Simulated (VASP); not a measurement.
# BN (Fmm2) in VASP: further runs

The runs below take BN through single point, with PBEsol.

Program: VASP 6.6.1. These are calculated values, not measurements. Logs are shortened: lines on timing, memory, paths and dates and some standing lists are left out, and cuts for length are marked.

## 1. The cell of the first run

Symmetry: Fmm2, No. 42, orthorhombic system. The conventional cell has a = 2.574 Å, b = 7.188 Å, c = 4.098 Å, α = 90.00°, β = 90.00°, γ = 90.00°. Within 1.8 Å of B (site symmetry mm2) lie 3 N at 1.37 to 1.46 Å. N (site symmetry mm2) has 3 B at 1.37 to 1.46 Å within 1.8 Å.

## 2. Single point, PBEsol

INCAR reads:

```
SYSTEM = BN
PREC = Accurate
ENCUT = 520
EDIFF = 1E-7
ISMEAR = 0
SIGMA = 0.05
LREAL = .FALSE.
LASPH = .TRUE.
NELM = 60
ALGO = Normal
ISIF = 2
LWAVE = .FALSE.
LCHARG = .FALSE.
GGA = PS
NBANDS = 11
```

KPOINTS reads:

```
Automatic mesh
0
G
  12 12 12
  0 0 0
```

POSCAR reads:

```
BN
1.0
    0.0000000000      3.5938268421      2.0489685745
    1.2869077520      0.0000000000      2.0489685745
    1.2869077520      3.5938268421      0.0000000000
B N
1 1
Direct
    0.0000486500      0.0000486500      0.9999513500
    0.6666513400      0.6666513400      0.3333486600
```

Potentials or basis: VASP PAW PBE potentials, release 64 (B, N).

Command:

```sh
$ cat potpaw_PBE.64/B/POTCAR potpaw_PBE.64/N/POTCAR > POTCAR
$ mpirun -np 1 vasp_std > vasp.out
```

OUTCAR:

```text
SYSTEM = BN
   PREC = Accurate
   ENCUT = 520
   EDIFF = 1E-7
   ISMEAR = 0
   LREAL = .FALSE.
   LASPH = .TRUE.
   NELM = 60
   ISIF = 2
   GGA = PS

 ion  position               nearest neighbor table
   1  0.000  0.000  1.000-   2 1.37   2 1.46   2 1.46
   2  0.667  0.667  0.333-   1 1.37   1 1.46   1 1.46

  LATTYP: Found a face centered orthorhombic cell.
 ALAT       =     2.5738155040
 B/A-ratio  =     1.5921642956
 C/A-ratio  =     2.7926064137

  Lattice vectors:

 A1 = (   0.0000000000,   3.5938268421,   2.0489685745)
 A2 = (  -1.2869077520,   3.5938268421,   0.0000000000)
 A3 = (  -1.2869077520,   0.0000000000,   2.0489685745)

Analysis of symmetry for initial positions (statically):
=====================================================================
 Subroutine PRICEL returns:
 Original cell was already a primitive cell.

 Routine SETGRP: Setting up the symmetry group for a
 face centered orthorhombic supercell.

 Subroutine GETGRP returns: Found  4 space group operations
 (whereof  4 operations were pure point group operations)
 out of a pool of  8 trial point group operations.

The static configuration has the point symmetry C_2v.

Analysis of symmetry for dynamics (positions and initial velocities):
=====================================================================
 Subroutine PRICEL returns:
 Original cell was already a primitive cell.

 Routine SETGRP: Setting up the symmetry group for a
 face centered orthorhombic supercell.

 Subroutine GETGRP returns: Found  4 space group operations
 (whereof  4 operations were pure point group operations)
 out of a pool of  8 trial point group operations.

The dynamic configuration has the point symmetry C_2v.

 Subroutine INISYM returns: Found  4 space group operations
 (whereof  4 operations are pure point group operations),
 and found     1 'primitive' translations

----------------------------------------------------------------------------------------

                                     Primitive cell

  volume of cell :      18.9526

  direct lattice vectors                    reciprocal lattice vectors
     0.000000000  3.593826842  2.048968574    -0.388528237  0.139127460  0.244025217
     1.286907752  0.000000000  2.048968574     0.388528237 -0.139127460  0.244025217
     1.286907752  3.593826842  0.000000000     0.388528237  0.139127460 -0.244025217

  length of vectors
     4.136890570  2.419587523  3.817292618     0.479436072  0.479436072  0.479436072

  position of ions in fractional coordinates (direct lattice)
     0.000048650  0.000048650  0.999951350
     0.666651340  0.666651340  0.333348660

  ion indices of the primitive-cell ions
   primitive index   ion index
                 1           1
                 2           2

----------------------------------------------------------------------------------------

 KPOINTS: Automatic mesh

Automatic generation of k-mesh.
 Grid dimensions read from file:
 generate k-points for:   12   12   12

 Generating k-lattice:

  Cartesian coordinates                     Fractional coordinates (reciprocal lattice)
    -0.032377353  0.011593955  0.020335435     0.083333333  0.000000000  0.000000000
     0.032377353 -0.011593955  0.020335435    -0.000000000  0.083333333 -0.000000000
     0.032377353  0.011593955 -0.020335435     0.000000000  0.000000000  0.083333333

  Length of vectors
     0.039953006  0.039953006  0.039953006

  Shift w.r.t. Gamma in fractional coordinates (k-lattice)
     0.000000000  0.000000000  0.000000000

 Subroutine IBZKPT returns following result:
 ===========================================

 Found    280 irreducible k-points:

 Following reciprocal coordinates:
            Coordinates               Weight
  0.000000  0.000000  0.000000      1.000000
  0.083333 -0.000000 -0.000000      8.000000
  0.166667 -0.000000 -0.000000      8.000000
  0.250000 -0.000000  0.000000      8.000000
  0.333333 -0.000000 -0.000000      8.000000
  0.416667 -0.000000 -0.000000      8.000000
[... 16 lines left out ...]
  0.500000  0.166667  0.000000      8.000000
 -0.416667  0.166667  0.000000      8.000000
 [... further k-points ...]
   k-points           NKPTS =    280   k-points in BZ     NKDIM =    280   number of bands    NBANDS=     11
   number of dos      NEDOS =    301   number of ions     NIONS =      2
   total plane-waves  NPLWV =  16128
   dimension x,y,z NGX =    32 NGY =   18 NGZ =   28
   dimension x,y,z NGXF=    64 NGYF=   36 NGZF=   56
   ions per type =               1   1
   NGX,Y,Z   is equivalent  to a cutoff of  12.86, 12.37, 12.19 a.u.
   NGXF,Y,Z  is equivalent  to a cutoff of  25.72, 24.74, 24.39 a.u.
 SYSTEM =  BN
   PREC   = accura    normal or accurate (medium, high low for compatibility)
   ISTART =      0    job   : 0-new  1-cont  2-samecut
   ICHARG =      2    charge: 1-file 2-atom 10-const
   ISPIN  =      1    spin polarized calculation?
   LNONCOLLINEAR =      F non collinear calculations
   LSORBIT =      F    spin-orbit coupling
   LASPH  =      T    aspherical Exc in radial PAW
   ENCUT  =  520.0 eV  38.22 Ry    6.18 a.u.   7.69  4.50  7.10*2*pi/ulx,y,z
   NELM   =     60;   NELMIN=  2; NELMDL= -5     # of ELM steps
   EDIFF  = 0.1E-06   stopping-criterion for ELM
   LREAL  =      F    real-space projection
   EDIFFG = 0.1E-05   stopping-criterion for IOM
   NSW    =      0    number of steps for IOM
   IBRION =     -1    ionic relax: 0-MD 1-quasi-New 2-CG
   NFREE  =      0    steps in history (QN), initial steepest desc. (CG)
   ISIF   =      2    stress and relaxation
   ISYM   =      2    0-nonsym 1-usesym 2-fastsym
   POTIM  = 0.5000    time-step for ionic-motion
   TEBEG  =    0.0;   TEEND  =   0.0 temperature during run
   PSTRESS=    0.0 pullay stress
   NELECT =       8.0000    total number of electrons
   NUPDOWN=      -1.0000    fix difference up-down
   EMIN   =  10.00;   EMAX   =-10.00  energy-range for DOS
   EFERMI =   0.00;   METHOD = LEGACY
   ISMEAR =     0;   SIGMA  =   0.05  broadening in eV -4-tet -1-fermi 0-gaus
   EFERMI_NEDOS =   21; number of points for ismear=-14 and -15
   IALGO  =     38    algorithm
   IMIX   =      4    mixing-type and parameters
     AMIX     =   0.40;   BMIX     =  1.00
     AMIX_MAG =   1.60;   BMIX_MAG =  1.00
  volume/ion in A,a.u.               =       9.48        63.95
  Fermi-wavevector in a.u.,A,eV,Ry     =   1.228047  2.320672 20.518928  1.508099
  Thomas-Fermi vector in A             =   2.362987
   LORBIT       =      0    0 simple, 1 ext, 2 COOP (PROOUT), +10 PAW based schemes
   GGA     = PS    functional components
   LHFCALC =     F    Hartree Fock is set to
   AEXX    =    0.0000 exact exchange contribution
   IVDW    =     0    specifies the selected vdW correction
   LEPSILON=     F    determine dielectric tensor
   LRPA    =     F    only Hartree local field effects (RPA)
 non-spin polarized calculation
 Gauss-broadening in eV      SIGMA  =   0.05
  energy-cutoff  :      520.00
  volume of cell :       18.95
 maximum number of plane-waves:       527
   NGX = 15   NGY =  9   NGZ = 15

 number of electron       8.0000001 magnetization

 Free energy of the ion-electron system (eV)
  ---------------------------------------------------
  ext. energy  EPLUGINS =         0.00000000
  ---------------------------------------------------
  free energy    TOTEN  =       -18.09932843 eV

  energy without entropy =      -18.09932843  energy(sigma->0) =      -18.09932843

 E-fermi :   2.0997     XC(G=0):  -9.8517

 val. band max:        1.9061535825   @ k =   0.5000  -0.4167   0.0833
 cond. band min:       6.0348356432   @ k =   0.0000   0.5000   0.5000
 fundamental gap:      4.1286820608
 Fermi energy:         2.0997155684

 k-point     1 :       0.0000    0.0000    0.0000
  band No.  band energies     occupation
      1     -16.2080      2.00000
      2      -3.0158      2.00000
      3       0.4178      2.00000
      4       0.6469      2.00000
      5       6.3782      0.00000
      6      12.8315      0.00000
      7      13.8501      0.00000
      8      15.1186      0.00000
      9      17.9180      0.00000
     10      27.4431      0.00000
     11      28.1690      0.00000

 k-point     2 :       0.0833   -0.0000   -0.0000
  band No.  band energies     occupation
      1     -16.0718      2.00000
      2      -2.8747      2.00000
      3      -0.1597      2.00000
      4       0.3808      2.00000
      5       6.6864      0.00000
      6      13.0990      0.00000
      7      14.2994      0.00000
      8      14.6498      0.00000
      9      18.1794      0.00000
     10      26.2088      0.00000
     11      28.5168      0.00000

 k-point     3 :       0.1667   -0.0000   -0.0000
  band No.  band energies     occupation
      1     -15.6708      2.00000
      2      -2.4566      2.00000
      3      -1.6595      2.00000
      4      -0.1852      2.00000
      5       7.5156      0.00000
      6      13.2402      0.00000
      7      13.5472      0.00000
      8      15.6697      0.00000
      9      19.0258      0.00000
     10      23.9282      0.00000
     11      28.5327      0.00000

 k-point     4 :       0.2500   -0.0000    0.0000
  band No.  band energies     occupation
      1     -15.0332      2.00000
      2      -3.5310      2.00000
      3      -1.7589      2.00000
      4      -0.8411      2.00000
      5       8.6694      0.00000
      6      11.4284      0.00000
      7      13.8009      0.00000
      8      17.4522      0.00000
      9      20.3970      0.00000
     10      21.9858      0.00000
     11      27.4878      0.00000
[... 239 lines left out ...]
 k-point    22 :       0.4167    0.1667   -0.0000
  band No.  band energies     occupation
      1     -13.7511      2.00000
      2      -5.5037      2.00000
      3      -2.6957      2.00000
      4      -0.0884      2.00000
      5       8.5987      0.00000
      6      11.1362      0.00000
      7      15.1414      0.00000
      8      16.8807      0.00000
      9      18.7503      0.00000
     10      23.5993      0.00000
     11      25.7172      0.00000

 k-point    23 :       0.5000    0.1667    0.0000
  band No.  band energies     occupation
      1     -13.0258      2.00000
      2      -6.7054      2.00000
      3      -3.1881      2.00000
      4       0.7370      2.00000
      5       7.1314      0.00000
      6      12.9010      0.00000
      7      15.6997      0.00000
      8      17.0183      0.00000
      9      18.4908      0.00000
     10      23.4338      0.00000
     11      24.4060      0.00000

 k-point    24 :      -0.4167    0.1667    0.0000
  band No.  band energies     occupation
      1     -12.7671      2.00000
      2      -7.0770      2.00000
      3      -3.4164      2.00000
      4       0.9527      2.00000
      5       6.6324      0.00000
      6      13.9691      0.00000
      7      15.8068      0.00000
      8      16.8046      0.00000
      9      19.4770      0.00000
     10      22.4541      0.00000
     11      24.1792      0.00000

 [... further k-points ...]
[... 5 lines left out ...]
  --------------------------------------------------------------------------------------
  -------------------------------------------------------------------------------------
  Total       -1.5373252     -0.0422459      5.9110787      0.0000000      0.0000000      0.0000000
  in kB     -129.9590302     -3.5712944    499.6978334      0.0000000      0.0000000      0.0000000
  external PRESSURE =     122.0558363 kB  Pullay stress =       0.0000000 kB

 VOLUME and BASIS-vectors are now :
 -----------------------------------------------------------------------------
  energy-cutoff  :      520.00
  volume of cell :       18.95
      direct lattice vectors                 reciprocal lattice vectors
     0.000000000  3.593826842  2.048968574    -0.388528237  0.139127460  0.244025217
     1.286907752  0.000000000  2.048968574     0.388528237 -0.139127460  0.244025217
     1.286907752  3.593826842  0.000000000     0.388528237  0.139127460 -0.244025217

 POSITION                                       TOTAL-FORCE (eV/Angst)
 -----------------------------------------------------------------------------------
      1.28691      3.59383      0.00020         0.000000      0.000000      1.645149
      1.28691      3.59383      2.73190         0.000000      0.000000     -1.645149
 -----------------------------------------------------------------------------------
    total drift:                               -0.000003      0.000007      0.000076

  FREE ENERGIE OF THE ION-ELECTRON SYSTEM (eV)
  ---------------------------------------------------
  free  energy   TOTEN  =       -18.0993284303 eV

  energy  without entropy=      -18.0993284303  energy(sigma->0) =      -18.09932843
```

Wall time 79 s (1 thread of Intel Xeon 8259CL, shared host); peak memory 0.18 GiB.

Results:

```
Free energy            : -18.0993 eV
Pressure               : 12.2 GPa
Largest force          : 1.645 eV/Å
Band gap on the k mesh : 4.13 eV (least direct gap 4.64 eV)
```

Forces on the atoms (eV/Å):
```
B    0.000  0.000  1.645
N    0.000  0.000 -1.645
```

Levels at points of the mesh, in eV from the valence-band top:
```csv
k point,band 1,band 2,band 3,band 4,band 5,band 6,band 7,band 8,band 9
"(0.00, 0.00, 0.00)",-18.11,-4.92,-1.49,-1.26,4.47,10.93,11.94,13.21,16.01
"(0.50, 0.00, 0.00)",-14.97,-9.32,-3.83,-1.36,4.52,10.89,13.07,15.16,19.17
"(0.50, 0.50, 0.00)",-14.46,-9.00,-5.12,-0.20,5.67,8.35,12.60,13.93,18.40
"(0.50, 0.00, 0.50)",-17.96,-6.34,-1.51,-1.25,9.12,10.84,10.84,14.11,15.60
"(0.00, 0.50, 0.50)",-14.39,-8.86,-5.15,-0.93,4.13,8.53,14.10,19.23,19.26
```

Caveat: the cell stands under pressure; the PAW data sets were made with another functional, which shifts forces and pressure a little.

(Continued in part 2 of 2.)
